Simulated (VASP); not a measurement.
## MgB2: relaxation of cell and atoms with PBE+D4

Crystal: MgB2.

```
Mg B
1.0
     3.08500    0.00000    0.00000
    -1.54250    2.67169    0.00000
     0.00000    0.00000    3.52300
Mg B
1 2
Cartesian
  0.0000 0.0000 0.0000
  1.5425 0.8906 1.7615
  0.0000 1.7811 1.7615
```

- Program: VASP 6.6.1
- Task: relaxation of cell and atoms
- Functional: PBE
- Dispersion: D4
- Potentials or basis: VASP PAW PBE potentials, release 64 (Mg, B)
- Cutoff: 600 eV
- k mesh: 10 × 10 × 8
- Occupations: fermi-dirac, width 0.05 eV
- Spin: no spin polarisation
- Dipole correction: no
- Further INCAR settings: ALGO = Normal; EDIFF = 1e-06; IBRION = 2; EDIFFG = -0.01; NSW = 60; ISIF = 3

```json
{
  "Relaxed volume": "9.32 Å³/atom",
  "Relaxed cell": "a = 3.060 Å, b = 3.060 Å, c = 3.448 Å, α = 90.00°, β = 90.00°, γ = 120.00°",
  "Space group after relaxing (to 0.05 Å)": "P6/mmm (No. 191)",
  "Energy gained by relaxing": "6.2 meV/atom",
  "Ionic steps": "5",
  "Pressure after relaxing": "0.0 GPa",
  "Band gap on the k mesh": "zero (band 4 reaches 6.75 eV, above the bottom of band 5 at 4.12 eV)",
  "Dispersion energy per atom": "-0.226 eV"
}
```

Step by step:
| step | energy change (eV) | largest force (eV/Å) | pressure (GPa) | volume (Å³) |
| --- | --- | --- | --- | --- |
| 1 | 0.0000 | 0.0000 | -5.13 | 29.04 |
| 2 | -0.0157 | 0.0000 | 1.66 | 27.75 |
| 3 | -0.0169 | 0.0000 | 0.14 | 28.02 |
| 4 | -0.0185 | 0.0000 | 0.06 | 27.98 |
| 5 | -0.0186 | 0.0000 | 0.02 | 27.96 |

Final structure:
```yaml
crystal:
  lattice:
    - [3.05999, 0.00000, 0.00000]
    - [-1.53000, 2.65003, 0.00000]
    - [0.00000, 0.00000, 3.44778]
  atoms:
    - { symbol: Mg, position: [0.00000, 0.00000, 0.00000] }
    - { symbol: B, position: [0.66667, 0.33333, 0.50000] }
    - { symbol: B, position: [0.33333, 0.66667, 0.50000] }
```

Levels at points of the mesh, in eV from the Fermi level:
```
           k point  band 2  band 3  band 4  band 5  band 6  band 7
(0.00, 0.00, 0.00)   -2.92    0.28    0.28    1.92    6.28    6.28
(0.50, 0.00, 0.00)   -8.04   -2.31    0.24    3.19    3.81    5.64
(0.00, 0.00, 0.50)   -7.62    0.70    0.70    6.62    6.62    7.96
(0.50, 0.00, 0.50)   -7.07   -3.73   -1.99   -1.39    5.80    8.99
```

Run time: 2.4 min on 1 thread of Intel Xeon 8259CL, on a shared host, peak memory 0.18 GiB.

Caveat: pairwise dispersion overbinds metals, which lowers pressure and volume.
